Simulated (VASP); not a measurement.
**Re: single point with LDA**

Crystal: Re.

```
Re
1.0
     0.00000    2.76328    2.76328
     2.76328    0.00000    2.76328
     2.76328    2.76328    0.00000
Re
2
Direct
  0.00000 0.00000 0.00000
  0.25000 0.25000 0.25000
```

| Property | Result |
| --- | --- |
| Program | VASP 6.6.1 |
| Task | single point |
| Functional | LDA |
| Potentials or basis | VASP PAW LDA potentials, release 64 (Re) |
| Cutoff | 520 eV |
| k mesh | 8 × 8 × 8 |
| Occupations | methfessel-paxton, width 0.1 eV |
| Spin | no spin polarisation |

```yaml
Pressure: 2.0 GPa
Band_gap_on_the_k_mesh: zero (band 7 reaches 4.56 eV, above the bottom of band 8 at 3.05 eV)
```

Levels at points of the mesh, in eV from the Fermi level:
| k point | band 5 | band 6 | band 7 | band 8 | band 9 | band 10 |
| --- | --- | --- | --- | --- | --- | --- |
| (0.00, 0.00, 0.00) | -2.46 | -2.46 | 0.57 | 0.57 | 0.57 | 4.37 |
| (0.50, 0.00, 0.00) | -2.74 | -2.74 | -0.93 | 1.76 | 1.76 | 3.42 |
| (0.50, 0.50, 0.00) | -1.96 | -1.96 | -0.16 | -0.16 | 3.82 | 3.82 |

It took 11 s on 1 thread of Intel(R) Xeon(R) 6975P-C (Granite Rapids), on a shared host, peak memory 0.15 GiB.

Caveat: spin-orbit coupling is left out, which moves the levels of the heavy elements.
